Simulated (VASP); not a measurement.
A run of VASP 6.6.1 is set up as follows.

The input INCAR:

```
SYSTEM = Ti4C
PREC = Accurate ; ENCUT = 520
EDIFF = 1E-6 ; ISMEAR = 0
SIGMA = 0.1 ; LREAL = .False.
LASPH = .True. ; NELM = 80
ALGO = Normal ; ISIF = 2
LWAVE = .False. ; LCHARG = .False.
LDIPOL = .True. ; IDIPOL = 3
DIPOL = 0.5 0.5 0.384 ; GGA = CA
IBRION = 2 ; NSW = 36
EDIFFG = -0.025
```

The input KPOINTS:

```
Automatic mesh
0
Gamma
  9 9 1
  0 0 0
```

Contents of POSCAR:

```
Ti4C
1.0
    2.8639615639      0.0000000000      0.0000000000
   -1.4319807819      2.4802634698      0.0000000000
    0.0000000000      0.0000000000     22.2412339090
Ti C
4 1
Selective dynamics
Direct
    0.6666666667      0.3333333333      0.1798461370  F F F
    0.3333333333      0.6666666667      0.2817907594  F F F
    0.6666666667      0.3333333333      0.3878708239  F F F
    0.3333333333      0.6666666667      0.4829423562  F F F
    0.3333333333      0.6666666667      0.5890515770  F F T
```

Potentials or basis: VASP PAW LDA potentials, release 64 (Ti_sv, C).

Launch:

```sh
$ cat potpaw_LDA.64/Ti_sv/POTCAR potpaw_LDA.64/C/POTCAR > POTCAR
$ mpirun -np 1 vasp_std > vasp.out
```

(1) What does it give for the band gap on the k mesh?

(2) Estimate the energy gained by relaxing.

Answers

(1) zero (bands 26 and 27 overlap by 0.90 eV).

(2) 125.9 meV/atom.
